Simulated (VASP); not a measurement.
The system is Ag.

```
Ag
1.0
    -1.65565    1.65565    1.65565
     1.65565   -1.65565    1.65565
     1.65565    1.65565   -1.65565
Ag
1
Direct
  0.00000 0.00000 0.00000
```

| Item | Value |
| --- | --- |
| Program | VASP 6.6.1 |
| Task | relaxation of cell and atoms |
| Functional | PBEsol |
| Potentials or basis | VASP PAW PBE potentials, release 64 (Ag) |
| Cutoff | 600 eV |
| k mesh | 8 × 8 × 8 |
| Occupations | gaussian, width 0.1 eV |
| Spin | no spin polarisation |

At the start: pressure -7.3 GPa; volume 18.15 Å³/atom.

**Question.** How do energy, volume and symmetry change on relaxing?

**Answer.** Over 3 steps the energy falls by 35.9 meV/atom and the volume is 16.74 Å³/atom (-7.8 %); space group Im-3m (No. 229, to 0.05 Å).

The path:
```csv
step,energy change (eV),largest force (eV/Å),pressure (GPa),volume (Å³)
1,0.0000,0.0000,-7.31,18.15
2,-0.0247,0.0000,5.53,16.06
3,-0.0359,0.0000,0.03,16.74
```

Final structure:
```
CELL_PARAMETERS angstrom
-1.61162 1.61162 1.61162
1.61162 -1.61162 1.61162
1.61162 1.61162 -1.61162
ATOMIC_POSITIONS crystal
Ag 0.00000 0.00000 0.00000
```

Caveat: the PAW data sets were made with another functional, which shifts forces and pressure a little.
